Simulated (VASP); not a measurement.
# Ti2Co (Fd-3m) in VASP: single point with r2SCAN

Aim: the single point of Ti2Co with r2SCAN.

All numbers are computed with VASP 6.6.1; they aren't measurements. Logs are shortened: lines on timing, memory, paths and dates and some standing lists are left out, and cuts for length are marked.

## 1. The cell of the first run

It takes space group Fd-3m (No. 227, cubic). The conventional cell has a = 7.058 Å, b = 7.058 Å, c = 7.058 Å, α = 90.00°, β = 90.00°, γ = 90.00°. Within 3.3 Å of Ti (site symmetry -3m) lie 6 Ti at 2.50 Å and 6 Co at 2.93 Å. Within 3.9 Å of Co (site symmetry -43m) lie 12 Ti at 2.93 Å and 4 Co at 3.06 Å.

## 2. Single point, r2SCAN, collinear spin, ferromagnetic start (equal strain along all axes, cell held: -1.0 %)

POSCAR reads:

```
Ti2Co
1.0
    0.0000000000      3.5288150100      3.5288150100
    3.5288150100      0.0000000000      3.5288150100
    3.5288150100      3.5288150100      0.0000000000
Ti Co
4 2
Direct
    0.1250000000      0.1250000000      0.1250000000
    0.6250000000      0.1250000000      0.1250000000
    0.1250000000      0.1250000000      0.6250000000
    0.1250000000      0.6250000000      0.1250000000
    0.5000000000      0.5000000000      0.5000000000
    0.7500000000      0.7500000000      0.7500000000
```

INCAR.step1 reads:

```
PREC     = Accurate       # precision mode
ENCUT    = 520            # plane-wave cutoff, eV
ISMEAR   = 0              # smearing method
SIGMA    = 0.1            # smearing width, eV
LREAL    = False          # projectors in reciprocal space
LASPH    = True           # aspherical terms in the spheres
NELM     = 150            # most SCF steps
ISPIN    = 2              # spin polarisation
MAGMOM   = 0.41 0.41 0.41 0.41 1.94 1.94 # initial moments
LMAXMIX  = 4              # l up to which the mixer works
NBANDS   = 46             # bands
GGA      = PE             # functional
ALGO     = Normal         # electronic algorithm
EDIFF    = 1E-4           # SCF threshold, eV
LWAVE    = True           # write WAVECAR
LCHARG   = False          # write CHGCAR
```

INCAR.step2 reads:

```
PREC     = Accurate       # precision mode
ENCUT    = 520            # plane-wave cutoff, eV
EDIFF    = 1E-6           # SCF threshold, eV
ISMEAR   = 0              # smearing method
SIGMA    = 0.1            # smearing width, eV
LREAL    = False          # projectors in reciprocal space
LASPH    = True           # aspherical terms in the spheres
NELM     = 150            # most SCF steps
ALGO     = Normal         # electronic algorithm
ISIF     = 2              # what is computed and relaxed
LWAVE    = False          # write WAVECAR
LCHARG   = False          # write CHGCAR
ISPIN    = 2              # spin polarisation
MAGMOM   = 0.41 0.41 0.41 0.41 1.94 1.94 # initial moments
LORBIT   = 11             # projections on sites
LMAXMIX  = 4              # l up to which the mixer works
METAGGA  = R2SCAN         # meta-GGA
LMIXTAU  = True         
NBANDS   = 46             # bands
ISTART   = 1
```

KPOINTS reads:

```
Automatic mesh
0
Gamma
  10 10 10
```

Potentials or basis: VASP PAW PBE potentials, release 64 (Ti_sv, Co).

The run is started by

```
$ cat potpaw_PBE.64/Ti_sv/POTCAR potpaw_PBE.64/Co/POTCAR > POTCAR
$ cp INCAR.step1 INCAR
$ mpirun -np 1 vasp_std > vasp.out
$ cp INCAR.step2 INCAR
$ mpirun -np 1 vasp_std > vasp.out
```

OUTCAR:

```text
PREC = Accurate
   ENCUT = 520
   EDIFF = 1E-6
   ISMEAR = 0
   LREAL = False
   LASPH = True
   NELM = 150
   ISIF = 2
   ISPIN = 2
   LORBIT = 11
   METAGGA = R2SCAN
   ISTART = 1

 ion  position               nearest neighbor table
   1  0.125  0.125  0.125-   2 2.50   3 2.50   4 2.50   3 2.50   4 2.50   2 2.50   6 2.93   5 2.93
                             6 2.93   5 2.93   6 2.93   5 2.93
   2  0.625  0.125  0.125-   1 2.50   3 2.50   4 2.50   1 2.50   3 2.50   4 2.50   5 2.93   6 2.93
                             5 2.93   5 2.93   6 2.93   6 2.93
   3  0.125  0.125  0.625-   1 2.50   1 2.50   2 2.50   4 2.50   4 2.50   2 2.50   6 2.93   5 2.93
                             6 2.93   5 2.93   6 2.93   5 2.93
   4  0.125  0.625  0.125-   1 2.50   3 2.50   1 2.50   2 2.50   3 2.50   2 2.50   5 2.93   6 2.93
                             5 2.93   6 2.93   6 2.93   5 2.93
   5  0.500  0.500  0.500-   1 2.93   3 2.93   4 2.93   1 2.93   2 2.93   3 2.93   1 2.93   2 2.93
                             4 2.93   2 2.93   3 2.93   4 2.93   6 3.06   6 3.06   6 3.06   6 3.06
   6  0.750  0.750  0.750-   2 2.93   3 2.93   4 2.93   1 2.93   2 2.93   4 2.93   1 2.93   2 2.93
                             3 2.93   1 2.93   3 2.93   4 2.93   5 3.06   5 3.06   5 3.06   5 3.06

  LATTYP: Found a face centered cubic cell.
 ALAT       =     7.0576300200

  Lattice vectors:

 A1 = (   0.0000000000,   3.5288150100,   3.5288150100)
 A2 = (   3.5288150100,   0.0000000000,   3.5288150100)
 A3 = (   3.5288150100,   3.5288150100,   0.0000000000)

Analysis of symmetry for initial positions (statically):
=====================================================================
 Subroutine PRICEL returns:
 Original cell was already a primitive cell.

 Routine SETGRP: Setting up the symmetry group for a
 face centered cubic supercell.

 Subroutine GETGRP returns: Found 48 space group operations
 (whereof 24 operations were pure point group operations)
 out of a pool of 48 trial point group operations.

The static configuration has the point symmetry T_d .
 The point group associated with its full space group is O_h .

Analysis of symmetry for dynamics (positions and initial velocities):
=====================================================================
 Subroutine PRICEL returns:
 Original cell was already a primitive cell.

 Routine SETGRP: Setting up the symmetry group for a
 face centered cubic supercell.

 Subroutine GETGRP returns: Found 48 space group operations
 (whereof 24 operations were pure point group operations)
 out of a pool of 48 trial point group operations.

The dynamic configuration has the point symmetry T_d .
 The point group associated with its full space group is O_h .

Analysis of structural, dynamic, and magnetic symmetry:
=====================================================================
 Subroutine PRICEL returns:
 Original cell was already a primitive cell.

 Routine SETGRP: Setting up the symmetry group for a
 face centered cubic supercell.

 Subroutine GETGRP returns: Found 48 space group operations
 (whereof 24 operations were pure point group operations)
 out of a pool of 48 trial point group operations.

The overall configuration has the point symmetry T_d .
 The point group associated with its full space group is O_h .

 Subroutine INISYM returns: Found 48 space group operations
 (whereof 24 operations are pure point group operations),
 and found     1 'primitive' translations

----------------------------------------------------------------------------------------

                                     Primitive cell

  volume of cell :      87.8854

  direct lattice vectors                    reciprocal lattice vectors
     0.000000000  3.528815010  3.528815010    -0.141690624  0.141690624  0.141690624
     3.528815010  0.000000000  3.528815010     0.141690624 -0.141690624  0.141690624
     3.528815010  3.528815010  0.000000000     0.141690624  0.141690624 -0.141690624

  length of vectors
     4.990498046  4.990498046  4.990498046     0.245415359  0.245415359  0.245415359

  position of ions in fractional coordinates (direct lattice)
     0.125000000  0.125000000  0.125000000
     0.625000000  0.125000000  0.125000000
     0.125000000  0.125000000  0.625000000
     0.125000000  0.625000000  0.125000000
     0.500000000  0.500000000  0.500000000
     0.750000000  0.750000000  0.750000000

  ion indices of the primitive-cell ions
   primitive index   ion index
                 1           1
                 2           2
                 3           3
[... 62 lines left out ...]
   ions per type =               4   2
   NGX,Y,Z   is equivalent  to a cutoff of  13.32, 13.32, 13.32 a.u.
   NGXF,Y,Z  is equivalent  to a cutoff of  26.65, 26.65, 26.65 a.u.
 SYSTEM =  unknown system
   PREC   = accura    normal or accurate (medium, high low for compatibility)
   ISTART =      1    job   : 0-new  1-cont  2-samecut
   ICHARG =      0    charge: 1-file 2-atom 10-const
   ISPIN  =      2    spin polarized calculation?
   LNONCOLLINEAR =      F non collinear calculations
   LSORBIT =      F    spin-orbit coupling
   LASPH  =      T    aspherical Exc in radial PAW
   ENCUT  =  520.0 eV  38.22 Ry    6.18 a.u.   9.28  9.28  9.28*2*pi/ulx,y,z
   NELM   =    150;   NELMIN=  2; NELMDL=  0     # of ELM steps
   EDIFF  = 0.1E-05   stopping-criterion for ELM
   LREAL  =      F    real-space projection
   EDIFFG = 0.1E-04   stopping-criterion for IOM
   NSW    =      0    number of steps for IOM
   IBRION =     -1    ionic relax: 0-MD 1-quasi-New 2-CG
   NFREE  =      0    steps in history (QN), initial steepest desc. (CG)
   ISIF   =      2    stress and relaxation
   ISYM   =      2    0-nonsym 1-usesym 2-fastsym
   POTIM  = 0.5000    time-step for ionic-motion
   TEBEG  =    0.0;   TEEND  =   0.0 temperature during run
   PSTRESS=    0.0 pullay stress
   NELECT =      66.0000    total number of electrons
   NUPDOWN=      -1.0000    fix difference up-down
   EMIN   =  10.00;   EMAX   =-10.00  energy-range for DOS
   EFERMI =   0.00;   METHOD = LEGACY
   ISMEAR =     0;   SIGMA  =   0.10  broadening in eV -4-tet -1-fermi 0-gaus
   EFERMI_NEDOS =   21; number of points for ismear=-14 and -15
   IALGO  =     38    algorithm
   IMIX   =      4    mixing-type and parameters
     AMIX     =   0.40;   BMIX     =  1.00
     AMIX_MAG =   1.60;   BMIX_MAG =  1.00
  volume/ion in A,a.u.               =      14.65        98.85
  Fermi-wavevector in a.u.,A,eV,Ry     =   1.488049  2.812005 30.127245  2.214290
  Thomas-Fermi vector in A             =   2.601133
   LORBIT       =     11    0 simple, 1 ext, 2 COOP (PROOUT), +10 PAW based schemes
   METAGGA = R2SCAN    functional components
   LHFCALC =     F    Hartree Fock is set to
   AEXX    =    0.0000 exact exchange contribution
   IVDW    =     0    specifies the selected vdW correction
   LEPSILON=     F    determine dielectric tensor
   LRPA    =     F    only Hartree local field effects (RPA)
 spin polarized calculation
 Gauss-broadening in eV      SIGMA  =   0.10
  energy-cutoff  :      520.00
  volume of cell :       87.89
 maximum number of plane-waves:      2421
 NGX is ok and might be reduce to    40
   NGX = 19   NGY = 19   NGZ = 19

 number of electron      66.0000004 magnetization       4.6978282

 Free energy of the ion-electron system (eV)
  ---------------------------------------------------
  ext. energy  EPLUGINS =         0.00000000
  ---------------------------------------------------
  free energy    TOTEN  =       -75.24467276 eV

  energy without entropy =      -75.22248334  energy(sigma->0) =      -75.23357805

 E-fermi :   8.7722     XC(G=0): -13.0681

 val. band max:        8.7663787825   @ k =  -0.4000   0.3000   0.1000
 cond. band min:       8.7752000107   @ k =   0.5000   0.1000   0.0000
 fundamental gap:      0.0088212281
 Fermi energy:         8.7721807779

 spin component 1

 k-point     1 :       0.0000    0.0000    0.0000
  band No.  band energies     occupation
      1     -50.2844      1.00000
      2     -49.8189      1.00000
      3     -49.8189      1.00000
      4     -49.8189      1.00000
      5     -26.9076      1.00000
      6     -25.8047      1.00000
[... 1141 lines left out ...]
     44      11.4124      0.00000
     45      12.3312      0.00000

 [... further k-points ...]

 spin component 2

 k-point     1 :       0.0000    0.0000    0.0000
  band No.  band energies     occupation
      1     -49.7900      1.00000
      2     -49.3405      1.00000
      3     -49.3405      1.00000
      4     -49.3405      1.00000
      5     -26.2466      1.00000
      6     -25.3013      1.00000
[... 1141 lines left out ...]
     44      12.1270      0.00000
     45      12.6208      0.00000

 [... further k-points ...]

 [bands above 45 left out]

------------------------ aborting loop because EDIFF is reached ----------------------------------------

  FORCE on cell =-STRESS in cart. coord.  units (eV):
  Direction    XX          YY          ZZ          XY          YZ          ZX
  --------------------------------------------------------------------------------------
  -------------------------------------------------------------------------------------
  Total        2.1282497      2.1282497      2.1282497      0.0000000      0.0000000      0.0000000
  in kB       38.7986381     38.7986381     38.7986381      0.0000000      0.0000000      0.0000000
  external PRESSURE =      38.7986381 kB  Pullay stress =       0.0000000 kB

 VOLUME and BASIS-vectors are now :
 -----------------------------------------------------------------------------
  energy-cutoff  :      520.00
  volume of cell :       87.89
      direct lattice vectors                 reciprocal lattice vectors
     0.000000000  3.528815010  3.528815010    -0.141690624  0.141690624  0.141690624
     3.528815010  0.000000000  3.528815010     0.141690624 -0.141690624  0.141690624
     3.528815010  3.528815010  0.000000000     0.141690624  0.141690624 -0.141690624

 POSITION                                       TOTAL-FORCE (eV/Angst)
 -----------------------------------------------------------------------------------
      0.88220      0.88220      0.88220         0.000000     -0.000000     -0.000000
      0.88220      2.64661      2.64661         0.000000     -0.000000     -0.000000
      2.64661      2.64661      0.88220         0.000000     -0.000000     -0.000000
      2.64661      0.88220      2.64661         0.000000     -0.000000     -0.000000
      3.52882      3.52882      3.52882        -0.000000     -0.000000     -0.000000
      5.29322      5.29322      5.29322         0.000000      0.000000      0.000000
 -----------------------------------------------------------------------------------
    total drift:                                0.000000     -0.000000      0.000000

  FREE ENERGIE OF THE ION-ELECTRON SYSTEM (eV)
  ---------------------------------------------------
  free  energy   TOTEN  =       -75.2446727640 eV

  energy  without entropy=      -75.2224833433  energy(sigma->0) =      -75.23357805

 total charge

# of ion       s       p       d       tot
------------------------------------------
    1        2.277   6.134   2.125  10.536
    2        2.277   6.134   2.125  10.536
    3        2.277   6.134   2.125  10.536
    4        2.277   6.134   2.125  10.536
    5        0.433   0.420   7.095   7.948
    6        0.433   0.420   7.095   7.948
--------------------------------------------------
tot          9.973  25.377  22.690  58.040

 magnetization (x)

# of ion       s       p       d       tot
------------------------------------------
    1        0.007  -0.008   0.414   0.414
    2        0.007  -0.008   0.414   0.414
    3        0.007  -0.008   0.414   0.414
    4        0.007  -0.008   0.414   0.414
    5        0.015  -0.028   1.685   1.673
    6        0.015  -0.028   1.685   1.673
--------------------------------------------------
tot          0.060  -0.087   5.026   5.000
```

Run time: 34 min. Hardware: 1 thread of Intel Xeon Platinum 8488C (Sapphire Rapids), shared host; peak memory 0.49 GiB.

What came out:

```
Free energy                                           : -75.2447 eV
Pressure                                              : 3.9 GPa
Net moment                                            : 4.70 μB per cell
Site moments                                          : Ti +0.41; Co +1.67 μB
Valence electrons inside the program's atomic spheres : Ti 10.54; Co 7.95
```

Levels at points of the mesh, in eV from the Fermi level:
Spin up:
```
           k point  band 33  band 34  band 35  band 36  band 37  band 38
(0.00, 0.00, 0.00)    -1.04    -1.04    -0.77    -0.77     3.26     3.50
(0.50, 0.00, 0.00)    -0.34    -0.34     0.17     0.17     0.45     0.79
(0.50, 0.50, 0.00)    -0.38    -0.38    -0.31    -0.31     0.99     0.99
```
Spin down:
| k point | band 28 | band 29 | band 30 | band 31 | band 32 | band 33 | band 34 | band 35 |
| --- | --- | --- | --- | --- | --- | --- | --- | --- |
| (0.00, 0.00, 0.00) | -0.66 | -0.43 | -0.43 | -0.43 | 0.61 | 0.61 | 0.86 | 0.86 |
| (0.50, 0.00, 0.00) | -0.77 | -0.22 | -0.22 | 0.05 | 0.21 | 0.21 | 0.35 | 0.80 |
| (0.50, 0.50, 0.00) | -1.13 | -0.85 | -0.85 | 0.27 | 0.27 | 0.72 | 0.72 | 1.35 |

Caveat: the cell differs from its parent crystal (equal strain along all axes, cell held: -1.0 %); the PAW data sets were made with another functional, which shifts forces and pressure a little.
